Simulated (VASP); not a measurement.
# Mg (P6_3/mmc) in VASP: further runs

The runs below take Mg through relaxation of cell and atoms, relaxation of shape and atoms at fixed volume, with PBE.

All numbers are computed with VASP 6.6.1; they aren't measurements. Logs are shortened: lines on timing, memory, paths and dates and some standing lists are left out, and cuts for length are marked.

### 1 The cell of the first run

Symmetry: P6_3/mmc, No. 194, hexagonal system. Conventional cell: a = 4.210 Å, b = 4.210 Å, c = 5.978 Å, α = 90.00°, β = 90.00°, γ = 120.00°. Within 3.8 Å of Mg (site symmetry -3m) lie 8 Mg at 2.85 to 2.99 Å. Mg (site symmetry -6m2) has 12 Mg at 2.85 to 3.85 Å within 3.9 Å.

### 2 Relaxation of cell and atoms, PBE

Contents of INCAR:

```
SYSTEM = Mg
ALGO     = Normal         ! electronic algorithm
EDIFF    = 1E-7           ! SCF threshold, eV
EDIFFG   = -0.005         ! ionic threshold
ENCUT    = 600            ! plane-wave cutoff, eV
GGA      = PE             ! functional
IBRION   = 2              ! ionic algorithm
ISIF     = 3              ! what is computed and relaxed
ISMEAR   = -1             ! smearing method
LASPH    = .TRUE.         ! aspherical terms in the spheres
LCHARG   = .FALSE.        ! write CHGCAR
LREAL    = .FALSE.        ! projectors in reciprocal space
LWAVE    = .FALSE.        ! write WAVECAR
NELM     = 60             ! most SCF steps
NSW      = 60             ! ionic steps
PREC     = Accurate       ! precision mode
SIGMA    = 0.05           ! smearing width, eV
```

Contents of KPOINTS:

```
k-points
0
G
  8 8 5
  0 0 0
```

Contents of POSCAR:

```
Mg
1.0
    4.2097169729      0.0000000000      0.0000000000
   -2.1048584865      3.6457218413      0.0000000000
    0.0000000000      0.0000000000      5.9777981016
Mg
4
Direct
    0.0000000000      0.0000000000      0.0000000000
    0.0000000000      0.0000000000      0.5000000000
    0.3333333333      0.6666666667      0.2500000000
    0.6666666667      0.3333333333      0.7500000000
```

Potentials or basis: VASP PAW PBE potentials, release 64 (Mg).

On the command line:

```console
> cat potpaw_PBE.64/Mg/POTCAR > POTCAR
> mpirun -np 1 vasp_std > vasp.out
```

OUTCAR:

```text
SYSTEM = Mg
   EDIFF = 1E-7
   EDIFFG = -0.005
   ENCUT = 600
   GGA = PE
   IBRION = 2
   ISIF = 3
   ISMEAR = -1
   LASPH = .TRUE.
   LREAL = .FALSE.
   NELM = 60
   NSW = 60
   PREC = Accurate

 ion  position               nearest neighbor table
   1  0.000  0.000  0.000-   3 2.85   4 2.85   4 2.85   3 2.85   4 2.85   3 2.85   2 2.99   2 2.99

   2  0.000  0.000  0.500-   3 2.85   4 2.85   4 2.85   3 2.85   4 2.85   3 2.85   1 2.99   1 2.99

   3  0.333  0.667  0.250-   1 2.85   2 2.85   1 2.85   2 2.85   1 2.85   2 2.85
   4  0.667  0.333  0.750-   1 2.85   2 2.85   1 2.85   2 2.85   1 2.85   2 2.85

  LATTYP: Found a hexagonal cell.
 ALAT       =     4.2097169729
 C/A-ratio  =     1.4200000000

  Lattice vectors:

 A1 = (   4.2097169729,   0.0000000000,   0.0000000000)
 A2 = (  -2.1048584865,   3.6457218413,   0.0000000000)
 A3 = (   0.0000000000,   0.0000000000,   5.9777981016)

Analysis of symmetry for initial positions (statically):
=====================================================================
 Subroutine PRICEL returns:
 Original cell was already a primitive cell.

 Routine SETGRP: Setting up the symmetry group for a
 hexagonal supercell.

 Subroutine GETGRP returns: Found 24 space group operations
 (whereof 12 operations were pure point group operations)
 out of a pool of 24 trial point group operations.

The static configuration has the point symmetry D_3d.
 The point group associated with its full space group is D_6h.

Analysis of symmetry for dynamics (positions and initial velocities):
=====================================================================
 Subroutine PRICEL returns:
 Original cell was already a primitive cell.

 Routine SETGRP: Setting up the symmetry group for a
 hexagonal supercell.

 Subroutine GETGRP returns: Found 24 space group operations
 (whereof 12 operations were pure point group operations)
 out of a pool of 24 trial point group operations.

The dynamic configuration has the point symmetry D_3d.
 The point group associated with its full space group is D_6h.

 Subroutine INISYM returns: Found 24 space group operations
 (whereof 12 operations are pure point group operations),
 and found     1 'primitive' translations

----------------------------------------------------------------------------------------

                                     Primitive cell

  volume of cell :      91.7440

  direct lattice vectors                    reciprocal lattice vectors
     4.209716973  0.000000000  0.000000000     0.237545661  0.137147051  0.000000000
    -2.104858486  3.645721841  0.000000000     0.000000000  0.274294102  0.000000000
     0.000000000  0.000000000  5.977798102     0.000000000  0.000000000  0.167285677

  length of vectors
     4.209716973  4.209716973  5.977798102     0.274294102  0.274294102  0.167285677

  position of ions in fractional coordinates (direct lattice)
     0.000000000  0.000000000  0.000000000
     0.000000000  0.000000000  0.500000000
     0.333333333  0.666666667  0.250000000
     0.666666667  0.333333333  0.750000000

  ion indices of the primitive-cell ions
   primitive index   ion index
                 1           1
                 2           2
                 3           3
                 4           4

----------------------------------------------------------------------------------------

 KPOINTS: k-points

Automatic generation of k-mesh.
 Grid dimensions read from file:
 generate k-points for:    8    8    5

 Generating k-lattice:

  Cartesian coordinates                     Fractional coordinates (reciprocal lattice)
     0.029693208  0.017143381  0.000000000     0.125000000 -0.000000000  0.000000000
     0.000000000  0.034286763  0.000000000     0.000000000  0.125000000  0.000000000
     0.000000000  0.000000000  0.033457135     0.000000000  0.000000000  0.200000000

  Length of vectors
     0.034286763  0.034286763  0.033457135

  Shift w.r.t. Gamma in fractional coordinates (k-lattice)
     0.000000000  0.000000000  0.000000000

 Subroutine IBZKPT returns following result:
 ===========================================

 Found     30 irreducible k-points:

 Following reciprocal coordinates:
            Coordinates               Weight
  0.000000  0.000000  0.000000      1.000000
  0.125000  0.000000  0.000000      6.000000
  0.250000  0.000000  0.000000      6.000000
  0.375000  0.000000  0.000000      6.000000
  0.500000  0.000000  0.000000      3.000000
  0.125000  0.125000  0.000000      6.000000
[... 16 lines left out ...]
  0.250000  0.000000  0.400000     12.000000
  0.375000  0.000000  0.400000     12.000000
 [... further k-points ...]
   k-points           NKPTS =     30   k-points in BZ     NKDIM =     30   number of bands    NBANDS=      8
   number of dos      NEDOS =    301   number of ions     NIONS =      4
   total plane-waves  NPLWV =  62208
   dimension x,y,z NGX =    36 NGY =   36 NGZ =   48
   dimension x,y,z NGXF=    72 NGYF=   72 NGZF=   96
   ions per type =               4
   NGX,Y,Z   is equivalent  to a cutoff of  14.22, 14.22, 13.35 a.u.
   NGXF,Y,Z  is equivalent  to a cutoff of  28.43, 28.43, 26.70 a.u.
 SYSTEM =  Mg
   PREC   = accura    normal or accurate (medium, high low for compatibility)
   ISTART =      0    job   : 0-new  1-cont  2-samecut
   ICHARG =      2    charge: 1-file 2-atom 10-const
   ISPIN  =      1    spin polarized calculation?
   LNONCOLLINEAR =      F non collinear calculations
   LSORBIT =      F    spin-orbit coupling
   LASPH  =      T    aspherical Exc in radial PAW
   ENCUT  =  600.0 eV  44.10 Ry    6.64 a.u.   8.41  8.41 11.94*2*pi/ulx,y,z
   NELM   =     60;   NELMIN=  2; NELMDL= -5     # of ELM steps
   EDIFF  = 0.1E-06   stopping-criterion for ELM
   LREAL  =      F    real-space projection
   EDIFFG = -.5E-02   stopping-criterion for IOM
   NSW    =     60    number of steps for IOM
   IBRION =      2    ionic relax: 0-MD 1-quasi-New 2-CG
   NFREE  =      1    steps in history (QN), initial steepest desc. (CG)
   ISIF   =      3    stress and relaxation
   ISYM   =      2    0-nonsym 1-usesym 2-fastsym
   POTIM  = 0.5000    time-step for ionic-motion
   TEBEG  =    0.0;   TEEND  =   0.0 temperature during run
   PSTRESS=    0.0 pullay stress
   NELECT =       8.0000    total number of electrons
   NUPDOWN=      -1.0000    fix difference up-down
   EMIN   =  10.00;   EMAX   =-10.00  energy-range for DOS
   EFERMI =   0.00;   METHOD = LEGACY
   ISMEAR =    -1;   SIGMA  =   0.05  broadening in eV -4-tet -1-fermi 0-gaus
   EFERMI_NEDOS =   21; number of points for ismear=-14 and -15
   IALGO  =     38    algorithm
   IMIX   =      4    mixing-type and parameters
     AMIX     =   0.40;   BMIX     =  1.00
     AMIX_MAG =   1.60;   BMIX_MAG =  1.00
  volume/ion in A,a.u.               =      22.94       154.78
  Fermi-wavevector in a.u.,A,eV,Ry     =   0.725959  1.371864  7.170500  0.527017
  Thomas-Fermi vector in A             =   1.816812
   LORBIT       =      0    0 simple, 1 ext, 2 COOP (PROOUT), +10 PAW based schemes
   GGA     = PE    functional components
   LHFCALC =     F    Hartree Fock is set to
   AEXX    =    0.0000 exact exchange contribution
   IVDW    =     0    specifies the selected vdW correction
   LEPSILON=     F    determine dielectric tensor
   LRPA    =     F    only Hartree local field effects (RPA)
 conjugate gradient relaxation of ions
 non-spin polarized calculation
  energy-cutoff  :      600.00
  volume of cell :       91.74
 maximum number of plane-waves:      3101
 NGX is ok and might be reduce to    36
   NGX = 17   NGY = 17   NGZ = 23

--------------------------------------- Ionic step        1  -------------------------------------------

 number of electron       8.0000000 magnetization

 Free energy of the ion-electron system (eV)
  ---------------------------------------------------
  ext. energy  EPLUGINS =         0.00000000
  ---------------------------------------------------
  free energy    TOTEN  =        -4.38517565 eV

  energy without entropy =       -4.36716854  energy(sigma->0) =       -4.37617209

------------------------ aborting loop because EDIFF is reached ----------------------------------------

  FORCE on cell =-STRESS in cart. coord.  units (eV):
  Direction    XX          YY          ZZ          XY          YZ          ZX
  --------------------------------------------------------------------------------------
  -------------------------------------------------------------------------------------
  Total        3.7565654      3.7565654      4.1882395     -0.0000000      0.0000000      0.0000000
  in kB       65.6030253     65.6030253     73.1415935     -0.0000000      0.0000000      0.0000000
  external PRESSURE =      68.1158814 kB  Pullay stress =       0.0000000 kB
[... 95 lines left out ...]
  FREE ENERGIE OF THE ION-ELECTRON SYSTEM (eV)
  ---------------------------------------------------
  free  energy   TOTEN  =        -4.7297610429 eV

  energy  without entropy=       -4.7121727363  energy(sigma->0) =       -4.72096689

[... ionic steps 4 to 11 ...]

--------------------------------------- Ionic step       12  -------------------------------------------

 number of electron       8.0000000 magnetization

------------------------ aborting loop because EDIFF is reached ----------------------------------------

  FORCE on cell =-STRESS in cart. coord.  units (eV):
  Direction    XX          YY          ZZ          XY          YZ          ZX
  --------------------------------------------------------------------------------------
  -------------------------------------------------------------------------------------
  Total        0.0332099      0.0332099      0.0541586     -0.0000000      0.0000000      0.0000000
  in kB        0.4753556      0.4753556      0.7752076     -0.0000000      0.0000000      0.0000000
  external PRESSURE =       0.5753063 kB  Pullay stress =       0.0000000 kB
[... 61 lines left out ...]
  energy  without entropy=       -4.7359703311  energy(sigma->0) =       -4.74283139

--------------------------------------- Ionic step       14  -------------------------------------------

 number of electron       8.0000000 magnetization

 Free energy of the ion-electron system (eV)
  ---------------------------------------------------
  ext. energy  EPLUGINS =         0.00000000
  ---------------------------------------------------
  free energy    TOTEN  =        -4.75004317 eV

  energy without entropy =       -4.73651804  energy(sigma->0) =       -4.74328061

 E-fermi :   1.4811     XC(G=0):  -7.8110

 val. band max:        1.4123265864   @ k =   0.2500   0.2500   0.0000
 cond. band min:       1.4830013407   @ k =   0.3750   0.0000   0.2000
 fundamental gap:      0.0706747542
 Fermi energy:         1.4810542578

 k-point     1 :       0.0000    0.0000    0.0000
  band No.  band energies     occupation
      1      -4.5675      2.00000
      2      -0.4986      2.00000
      3      -0.2274      2.00000
      4       3.3476      0.00000
      5       3.3476      0.00000
      6       4.2001      0.00000
      7       4.2001      0.00000
      8       4.8275      0.00000
[... 243 lines left out ...]
 k-point    24 :       0.3750    0.0000    0.4000
  band No.  band energies     occupation
      1      -2.6654      2.00000
      2      -1.8397      2.00000
      3      -0.3465      2.00000
      4       0.4428      2.00000
      5       2.4650      0.00000
      6       3.2411      0.00000
      7       3.4050      0.00000
      8       3.9915      0.00000

 [... further k-points ...]
[... 5 lines left out ...]
  --------------------------------------------------------------------------------------
  -------------------------------------------------------------------------------------
  Total       -0.0041940     -0.0041940      0.0076844      0.0000000     -0.0000000      0.0000000
  in kB       -0.0598957     -0.0598957      0.1097450      0.0000000     -0.0000000      0.0000000
  external PRESSURE =      -0.0033488 kB  Pullay stress =       0.0000000 kB
[... 19 lines left out ...]
  FREE ENERGIE OF THE ION-ELECTRON SYSTEM (eV)
  ---------------------------------------------------
  free  energy   TOTEN  =        -4.7500431746 eV

  energy  without entropy=       -4.7365180407  energy(sigma->0) =       -4.74328061

 reached required accuracy - stopping structural energy minimisation
```

It took 87 s on 1 thread of Intel Xeon Platinum 8481C at 2.70GHz (Sapphire Rapids), shared host; peak memory 0.25 GiB.

What came out:

| Property | Result |
| --- | --- |
| Free energy | -4.7500 eV |
| Relaxed volume | 28.05 Å³/atom |
| Relaxed cell | a = 4.686 Å, b = 4.686 Å, c = 5.900 Å, α = 90.00°, β = 90.00°, γ = 120.00° |
| Space group after relaxing (to 0.1 Å) | P6_3/mmc (No. 194) |
| Energy gained by relaxing | 91.2 meV/atom |
| Ionic steps | 14 |
| Pressure after relaxing | 0.0 GPa |
| Band gap on the k mesh | zero (bands 4 and 5 overlap by 3.56 eV) |

The path:
```tsv
step	energy change (eV)	largest force (eV/Å)	pressure (GPa)	volume (Å³)
1	0.0000	0.0000	6.81	91.74
2	-0.3232	0.0000	1.39	105.31
3	-0.3446	0.0000	-0.26	112.06
4	-0.3457	0.0000	0.00	110.84
5	-0.3456	0.0000	0.09	110.44
6	-0.3473	0.0000	0.09	110.53
7	-0.3522	0.0000	0.07	110.78
8	-0.3575	0.0000	0.07	111.23
9	-0.3647	0.0000	0.05	111.89
10	-0.1941	0.0000	0.60	112.19
11	-0.3648	0.0000	0.06	111.92
12	-0.3648	0.0000	0.06	111.93
13	-0.3645	0.0000	-0.16	112.89
14	-0.3649	0.0000	0.00	112.19
```

Final structure:
```
Mg
1.0
     4.68554    0.00000    0.00000
    -2.34277    4.05780    0.00000
     0.00000    0.00000    5.90049
Mg
4
Direct
  0.00000 0.00000 0.00000
  0.00000 0.00000 0.50000
  0.33333 0.66667 0.25000
  0.66667 0.33333 0.75000
```

Caveat: the volume moved by over 15 % at a fixed basis, so the end points are rough.

(Continued in part 2 of 2.)
